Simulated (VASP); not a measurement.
# Ag in VASP: further runs

The runs below take Ag through single point, with PBEsol.

All numbers are computed with VASP 6.6.1; they aren't measurements. Logs are shortened: lines on timing, memory, paths and dates and some standing lists are left out, and cuts for length are marked.

### 1 The cell of the first run

Symmetry: Im-3m, No. 229, cubic system. The conventional cell has a = 3.477 Å, b = 3.477 Å, c = 3.477 Å, α = 90.00°, β = 90.00°, γ = 90.00°. Ag (site symmetry m-3m) has 14 Ag at 3.01 to 3.48 Å within 4.0 Å.

### 2 Single point, PBEsol (strain +0.050 along x and y, +0.050 along z)

Input file INCAR:

```
SYSTEM = Ag
ALGO = Fast
EDIFF = 1E-6
ENCUT = 520
GGA = PS
ISIF = 2
ISMEAR = 0
LASPH = .True.
LCHARG = .True.
LELF = .True.
LREAL = .False.
LVHAR = .True.
LWAVE = .False.
NBANDS = 12
NELM = 100
PREC = Accurate
SIGMA = 0.15
```

Input file KPOINTS:

```
k-points
0
Gamma
  20 20 20
  0 0 0
```

Input file POSCAR:

```
Ag
1.0
   -1.7384367000      1.7384367000      1.7384367000
    1.7384367000     -1.7384367000      1.7384367000
    1.7384367000      1.7384367000     -1.7384367000
Ag
1
Direct
    0.0000000000      0.0000000000      0.0000000000
```

Potentials or basis: VASP PAW PBE potentials, release 64 (Ag).

The run is started by

```sh
cat potpaw_PBE.64/Ag/POTCAR > POTCAR
mpirun -np 1 vasp_std > vasp.out
```

OUTCAR:

```text
SYSTEM = Ag
   EDIFF = 1E-6
   ENCUT = 520
   GGA = PS
   ISIF = 2
   ISMEAR = 0
   LASPH = .True.
   LREAL = .False.
   NELM = 100
   PREC = Accurate

 ion  position               nearest neighbor table
   1  0.000  0.000  0.000-

  LATTYP: Found a body centered cubic cell.
 ALAT       =     3.4768734000

  Lattice vectors:

 A1 = (  -1.7384367000,   1.7384367000,   1.7384367000)
 A2 = (   1.7384367000,  -1.7384367000,   1.7384367000)
 A3 = (   1.7384367000,   1.7384367000,  -1.7384367000)

Analysis of symmetry for initial positions (statically):
=====================================================================
 Subroutine PRICEL returns:
 Original cell was already a primitive cell.

 Routine SETGRP: Setting up the symmetry group for a
 body centered cubic supercell.

 Subroutine GETGRP returns: Found 48 space group operations
 (whereof 48 operations were pure point group operations)
 out of a pool of 48 trial point group operations.

The static configuration has the point symmetry O_h .

Analysis of symmetry for dynamics (positions and initial velocities):
=====================================================================
 Subroutine PRICEL returns:
 Original cell was already a primitive cell.

 Routine SETGRP: Setting up the symmetry group for a
 body centered cubic supercell.

 Subroutine GETGRP returns: Found 48 space group operations
 (whereof 48 operations were pure point group operations)
 out of a pool of 48 trial point group operations.

The dynamic configuration has the point symmetry O_h .

 Subroutine INISYM returns: Found 48 space group operations
 (whereof 48 operations are pure point group operations),
 and found     1 'primitive' translations

----------------------------------------------------------------------------------------

                                     Primitive cell

  volume of cell :      21.0154

  direct lattice vectors                    reciprocal lattice vectors
    -1.738436700  1.738436700  1.738436700     0.000000000  0.287614729  0.287614729
     1.738436700 -1.738436700  1.738436700     0.287614729  0.000000000  0.287614729
     1.738436700  1.738436700 -1.738436700     0.287614729  0.287614729  0.000000000

  length of vectors
     3.011060690  3.011060690  3.011060690     0.406748650  0.406748650  0.406748650

  position of ions in fractional coordinates (direct lattice)
     0.000000000  0.000000000  0.000000000

  ion indices of the primitive-cell ions
   primitive index   ion index
                 1           1

----------------------------------------------------------------------------------------

 KPOINTS: k-points

Automatic generation of k-mesh.
 Grid dimensions read from file:
 generate k-points for:   20   20   20

 Generating k-lattice:

  Cartesian coordinates                     Fractional coordinates (reciprocal lattice)
     0.000000000  0.014380736  0.014380736     0.050000000  0.000000000  0.000000000
     0.014380736  0.000000000  0.014380736     0.000000000  0.050000000  0.000000000
     0.014380736  0.014380736  0.000000000     0.000000000  0.000000000  0.050000000

  Length of vectors
     0.020337433  0.020337433  0.020337433

  Shift w.r.t. Gamma in fractional coordinates (k-lattice)
     0.000000000  0.000000000  0.000000000

 Subroutine IBZKPT returns following result:
 ===========================================

 Found    256 irreducible k-points:

 Following reciprocal coordinates:
            Coordinates               Weight
  0.000000  0.000000  0.000000      1.000000
  0.050000  0.000000  0.000000     12.000000
  0.100000  0.000000  0.000000     12.000000
  0.150000  0.000000  0.000000     12.000000
  0.200000  0.000000  0.000000     12.000000
  0.250000  0.000000  0.000000     12.000000
[... 16 lines left out ...]
  0.200000  0.100000 -0.000000     48.000000
  0.250000  0.100000  0.000000     48.000000
 [... further k-points ...]
   k-points           NKPTS =    256   k-points in BZ     NKDIM =    256   number of bands    NBANDS=     12
   number of dos      NEDOS =    301   number of ions     NIONS =      1
   total plane-waves  NPLWV =  13824
   dimension x,y,z NGX =    24 NGY =   24 NGZ =   24
   dimension x,y,z NGXF=    48 NGYF=   48 NGZF=   48
   ions per type =               1
   NGX,Y,Z   is equivalent  to a cutoff of  13.25, 13.25, 13.25 a.u.
   NGXF,Y,Z  is equivalent  to a cutoff of  26.50, 26.50, 26.50 a.u.
 SYSTEM =  Ag
   PREC   = accura    normal or accurate (medium, high low for compatibility)
   ISTART =      0    job   : 0-new  1-cont  2-samecut
   ICHARG =      2    charge: 1-file 2-atom 10-const
   ISPIN  =      1    spin polarized calculation?
   LNONCOLLINEAR =      F non collinear calculations
   LSORBIT =      F    spin-orbit coupling
   LASPH  =      T    aspherical Exc in radial PAW
   ENCUT  =  520.0 eV  38.22 Ry    6.18 a.u.   5.60  5.60  5.60*2*pi/ulx,y,z
   NELM   =    100;   NELMIN=  2; NELMDL= -5     # of ELM steps
[... 58 lines left out ...]
      1      -0.7562      2.00000
      2       1.4412      2.00000
      3       1.4412      2.00000
      4       1.4412      2.00000
      5       2.3921      2.00000
      6       2.3921      2.00000
      7      22.7382      0.00000
      8      22.7382      0.00000
      9      22.7382      0.00000
     10      26.1225      0.00000
     11      26.1225      0.00000
     12      26.1225      0.00000

 k-point     2 :       0.0500    0.0000    0.0000
  band No.  band energies     occupation
      1      -0.6858      2.00000
      2       1.4271      2.00000
      3       1.4443      2.00000
      4       1.4754      2.00000
      5       2.3769      2.00000
      6       2.3930      2.00000
      7      22.4450      0.00000
      8      22.6907      0.00000
      9      22.7526      0.00000
     10      25.3629      0.00000
     11      25.5082      0.00000
     12      25.6624      0.00000

 k-point     3 :       0.1000    0.0000    0.0000
  band No.  band energies     occupation
      1      -0.4802      2.00000
      2       1.3866      2.00000
      3       1.4548      2.00000
      4       1.5758      2.00000
      5       2.3378      2.00000
      6       2.3959      2.00000
      7      21.4402      0.00000
      8      22.4186      0.00000
      9      22.7928      0.00000
     10      24.4615      0.00000
     11      24.6596      0.00000
     12      24.9209      0.00000

 k-point     4 :       0.1500    0.0000    0.0000
  band No.  band energies     occupation
      1      -0.1613      2.00000
      2       1.3241      2.00000
      3       1.4845      2.00000
      4       1.7364      2.00000
      5       2.2917      2.00000
      6       2.4012      2.00000
      7      19.8244      0.00000
      8      21.7793      0.00000
      9      22.8509      0.00000
     10      23.5009      0.00000
     11      23.9964      0.00000
     12      24.9226      0.00000

 k-point     5 :       0.2000    0.0000    0.0000
  band No.  band energies     occupation
      1       0.2062      2.00000
      2       1.2466      2.00000
      3       1.5867      2.00000
      4       1.9466      2.00000
      5       2.2582      2.00000
      6       2.4091      2.00000
      7      17.9685      0.00000
      8      20.9613      0.00000
      9      22.3366      0.00000
     10      22.9171      0.00000
     11      23.7837      0.00000
     12      25.3808      0.00000
[... 228 lines left out ...]
      1       0.0222      2.00000
      2       1.3419      2.00000
      3       1.3945      2.00000
      4       1.8863      2.00000
      5       2.2548      2.00000
      6       2.4232      2.00000
      7      19.8574      0.00000
      8      20.0843      0.00000
      9      22.2071      0.00000
     10      23.1411      0.00000
     11      24.8144      0.00000
     12      25.5928      0.00000

 k-point    22 :       0.1500    0.1000    0.0000
  band No.  band energies     occupation
      1       0.3750      2.00000
      2       1.2830      2.00000
      3       1.4138      2.00000
      4       2.1555      2.00000
      5       2.2180      2.00000
      6       2.4574      2.00000
      7      18.1110      0.00000
      8      19.1992      0.00000
      9      21.3004      0.00000
     10      23.2560      0.00000
     11      25.1402      0.00000
     12      25.7984      0.00000

 k-point    23 :       0.2000    0.1000   -0.0000
  band No.  band energies     occupation
      1       0.6305      2.00000
      2       1.1995      2.00000
      3       1.5875      2.00000
      4       2.2068      2.00000
      5       2.4009      2.00000
      6       2.6262      2.00000
      7      16.2112      0.00000
      8      18.4830      0.00000
      9      20.4535      0.00000
     10      23.3324      0.00000
     11      25.6551      0.00000
     12      25.7956      0.00000

 k-point    24 :       0.2500    0.1000    0.0000
  band No.  band energies     occupation
      1       0.6907      2.00000
      2       1.1154      2.00000
      3       1.9139      2.00000
      4       2.2263      2.00000
      5       2.4659      2.00000
      6       3.1485      2.00000
      7      14.3564      0.00000
      8      17.8392      0.00000
      9      19.6957      0.00000
     10      23.3934      0.00000
     11      25.6856      0.00000
     12      26.3245      0.00000

 [... further k-points ...]
[... 5 lines left out ...]
  --------------------------------------------------------------------------------------
  -------------------------------------------------------------------------------------
  Total       -1.7837115     -1.7837115     -1.7837115      0.0000000     -0.0000000      0.0000000
  in kB     -135.9873677   -135.9873677   -135.9873677      0.0000000     -0.0000000      0.0000000
  external PRESSURE =    -135.9873677 kB  Pullay stress =       0.0000000 kB

 VOLUME and BASIS-vectors are now :
 -----------------------------------------------------------------------------
  energy-cutoff  :      520.00
  volume of cell :       21.02
      direct lattice vectors                 reciprocal lattice vectors
    -1.738436700  1.738436700  1.738436700     0.000000000  0.287614729  0.287614729
     1.738436700 -1.738436700  1.738436700     0.287614729  0.000000000  0.287614729
     1.738436700  1.738436700 -1.738436700     0.287614729  0.287614729  0.000000000

 POSITION                                       TOTAL-FORCE (eV/Angst)
 -----------------------------------------------------------------------------------
      0.00000      0.00000      0.00000        -0.000000     -0.000000      0.000000
 -----------------------------------------------------------------------------------
    total drift:                               -0.000000      0.000000      0.000000

  FREE ENERGIE OF THE ION-ELECTRON SYSTEM (eV)
  ---------------------------------------------------
  free  energy   TOTEN  =        -3.0386936846 eV

  energy  without entropy=       -3.0347298562  energy(sigma->0) =       -3.03671177
```

It took 94 s on 1 thread of AMD EPYC 7R13, shared host; peak memory 0.16 GiB.

What came out:

```
Free energy : -3.0387 eV
Pressure    : -13.6 GPa
```

Levels at points of the mesh, in eV from the Fermi level:
```tsv
k point	band 2	band 3	band 4	band 5	band 6	band 7	band 8	band 9
(0.00, 0.00, 0.00)	-4.22	-4.22	-4.22	-3.27	-3.27	17.08	17.08	17.08
(0.50, 0.00, 0.00)	-4.76	-3.32	-3.19	-2.58	0.35	3.04	12.45	12.63
(0.50, 0.50, 0.50)	-5.19	-2.74	-2.74	-2.74	6.26	6.26	6.26	10.03
```

Caveat: the cell differs from its parent crystal (strain +0.050 along x and y, +0.050 along z); the PAW data sets were made with another functional, which shifts forces and pressure a little.

### 3 Single point, PBEsol (strain +0.000 along x and y, +0.050 along z)

Input file INCAR:

```
SYSTEM = Ag
PREC     = Accurate       ! precision mode
ENCUT    = 520            ! plane-wave cutoff, eV
EDIFF    = 1E-7           ! SCF threshold, eV
ISMEAR   = 0              ! smearing method
SIGMA    = 0.15           ! smearing width, eV
LREAL    = .False.        ! projectors in reciprocal space
LASPH    = .True.         ! aspherical terms in the spheres
NELM     = 100            ! most SCF steps
ALGO     = Fast           ! electronic algorithm
ISIF     = 2              ! what is computed and relaxed
LWAVE    = .False.        ! write WAVECAR
LCHARG   = .False.        ! write CHGCAR
GGA      = PS             ! functional
NBANDS   = 12             ! bands
```

Input file KPOINTS:

```
Automatic mesh
0
Gamma
  20 20 20
  0 0 0
```

Input file POSCAR:

```
Ag
1.0
   -1.6556540000      1.6556540000      1.7384367000
    1.6556540000     -1.6556540000      1.7384367000
    1.6556540000      1.6556540000     -1.7384367000
Ag
1
Direct
    0.0000000000      0.0000000000      0.0000000000
```

Potentials or basis: VASP PAW PBE potentials, release 64 (Ag).

The run is started by

```sh
cat potpaw_PBE.64/Ag/POTCAR > POTCAR
mpirun -np 1 vasp_std > vasp.out
```

Run time: 5.4 min. Hardware: 1 thread of AMD EPYC 7R13, shared host; peak memory 0.22 GiB.

The run converged. Its results:

- Free energy: -3.1876 eV
- Pressure: -10.3 GPa

Stress tensor (GPa, compression positive):
```
-10.43   0.00   0.00
  0.00 -10.43   0.00
  0.00   0.00  -9.90
```

Levels at points of the mesh, in eV from the Fermi level:
```csv
k point,band 2,band 3,band 4,band 5,band 6,band 7,band 8,band 9,band 10,band 11
"(0.00, 0.00, 0.00)",-4.56,-4.56,-4.38,-3.50,-3.30,17.01,17.73,17.73,21.42,22.60
"(0.50, 0.00, 0.00)",-5.08,-3.56,-3.28,-2.58,0.05,3.37,13.14,13.80,18.89,19.95
"(0.50, 0.50, 0.00)",-5.29,-3.30,-3.23,-2.54,0.31,3.82,12.35,12.78,18.10,18.84
"(0.50, 0.50, 0.50)",-5.68,-2.80,-2.74,-2.74,5.67,6.97,6.97,10.84,12.55,12.97
```

Caveat: the cell differs from its parent crystal (strain +0.000 along x and y, +0.050 along z); the PAW data sets were made with another functional, which shifts forces and pressure a little.

### 4 Single point, PBEsol (strain +0.025 along x and y, +0.000 along z)

Input file INCAR:

```
SYSTEM = Ag
PREC = Accurate
ENCUT = 520
EDIFF = 1E-7
ISMEAR = 0
SIGMA = 0.15
LREAL = .FALSE.
LASPH = .TRUE.
NELM = 100
ALGO = Fast
ISIF = 2
LWAVE = .FALSE.
LCHARG = .FALSE.
GGA = PS
NBANDS = 12
```

Input file KPOINTS:

```
Automatic mesh
0
G
  20 20 20
  0 0 0
```

Input file POSCAR:

```
Ag
1.0
   -1.6970453500      1.6970453500      1.6556540000
    1.6970453500     -1.6970453500      1.6556540000
    1.6970453500      1.6970453500     -1.6556540000
Ag
1
Direct
    0.0000000000      0.0000000000      0.0000000000
```

The run is started by

```sh
cat potpaw_PBE.64/Ag/POTCAR > POTCAR
mpirun -np 1 vasp_std > vasp.out
```

Run time: 5.6 min. Hardware: 1 thread of AMD EPYC 7R13, shared host; peak memory 0.23 GiB.

Results (log left out):

```yaml
Free_energy: -3.1862 eV
Pressure: -10.3 GPa
```

Stress tensor (GPa, compression positive):
```
-10.09   0.00   0.00
  0.00 -10.09   0.00
  0.00   0.00 -10.57
```

Levels at points of the mesh, in eV from the Fermi level:
```tsv
k point	band 4	band 5	band 6	band 7	band 8	band 9
(0.00, 0.00, 0.00)	-4.46	-3.44	-3.33	17.36	17.36	17.78
(0.50, 0.00, 0.00)	-3.25	-2.54	0.18	3.60	12.74	13.27
(0.50, 0.50, 0.00)	-3.31	-2.56	0.05	3.37	13.14	13.80
(0.50, 0.50, 0.50)	-2.76	-2.73	6.31	6.31	6.98	11.17
```

Caveat: the cell differs from its parent crystal (strain +0.025 along x and y, +0.000 along z); the PAW data sets were made with another functional, which shifts forces and pressure a little.

### 5 Single point, PBEsol (strain +0.050 along x and y, +0.000 along z)

Input file INCAR:

```
ALGO     = Fast           # electronic algorithm
EDIFF    = 1E-6           # SCF threshold, eV
ENCUT    = 520            # plane-wave cutoff, eV
GGA      = PS             # functional
ISIF     = 2              # what is computed and relaxed
ISMEAR   = 0              # smearing method
LASPH    = T              # aspherical terms in the spheres
LCHARG   = T              # write CHGCAR
LELF     = T              # ELF
LREAL    = F              # projectors in reciprocal space
LVHAR    = T            
LWAVE    = F              # write WAVECAR
NBANDS   = 12             # bands
NELM     = 100            # most SCF steps
PREC     = Accurate       # precision mode
SIGMA    = 0.15           # smearing width, eV
```

Input file KPOINTS:

```
k-points
0
Gamma
  20 20 20
```

Input file POSCAR:

```
Ag
1.0
   -1.7384367000      1.7384367000      1.6556540000
    1.7384367000     -1.7384367000      1.6556540000
    1.7384367000      1.7384367000     -1.6556540000
Ag
1
Direct
    0.0000000000      0.0000000000      0.0000000000
```

The run is started by

```sh
cat potpaw_PBE.64/Ag/POTCAR > POTCAR
mpirun -np 1 vasp_std > vasp.out
```

Run time: 4.3 min. Hardware: 1 thread of AMD EPYC 7R13, shared host; peak memory 0.23 GiB.

Results (log left out):

- Free energy: -3.1210 eV
- Pressure: -12.3 GPa

Stress tensor (GPa, compression positive):
```
-12.08   0.00   0.00
  0.00 -12.08   0.00
  0.00   0.00 -12.66
```

Levels at points of the mesh, in eV from the Fermi level:
| k point | band 4 | band 5 | band 6 | band 7 | band 8 | band 9 |
| --- | --- | --- | --- | --- | --- | --- |
| (0.00, 0.00, 0.00) | -4.29 | -3.44 | -3.24 | 17.00 | 17.00 | 17.84 |
| (0.50, 0.00, 0.00) | -3.15 | -2.56 | 0.33 | 3.43 | 12.41 | 12.71 |
| (0.50, 0.50, 0.00) | -3.30 | -2.59 | 0.08 | 2.98 | 13.21 | 13.73 |
| (0.50, 0.50, 0.50) | -2.77 | -2.71 | 5.97 | 5.97 | 7.27 | 10.39 |

Caveat: the cell differs from its parent crystal (strain +0.050 along x and y, +0.000 along z); the PAW data sets were made with another functional, which shifts forces and pressure a little.

### 6 Summary

```csv
cell,further INCAR settings,gap on the mesh (eV),pressure (GPa)
"a = 3.011 Å, angles 109.5°, 1 atom",ALGO = Fast; EDIFF = 1e-06; NBANDS = 12,none,-13.6
"a = 2.916 Å, angles 110.8, 110.8, 106.8°, 1 atom",ALGO = Fast; EDIFF = 1e-07; NBANDS = 12,none,-10.3
"a = 2.916 Å, angles 108.8, 108.8, 110.8°, 1 atom",ALGO = Fast; EDIFF = 1e-07; NBANDS = 12,none,-10.3
"a = 2.964 Å, angles 108.2, 108.2, 112.1°, 1 atom",ALGO = Fast; EDIFF = 1e-06; NBANDS = 12,none,-12.3
```

Alike in all rows: task single point; level PBEsol; potentials or basis VASP PAW PBE potentials, release 64 (Ag); no spin polarisation; k mesh 20 × 20 × 20; cutoff (eV) 520; smearing gaussian 0.15 eV.

Caveats: the PAW data sets were made with another functional, which shifts forces and pressure a little.

Total energies depend on the potentials used, so only differences within one code and one set of settings carry meaning.
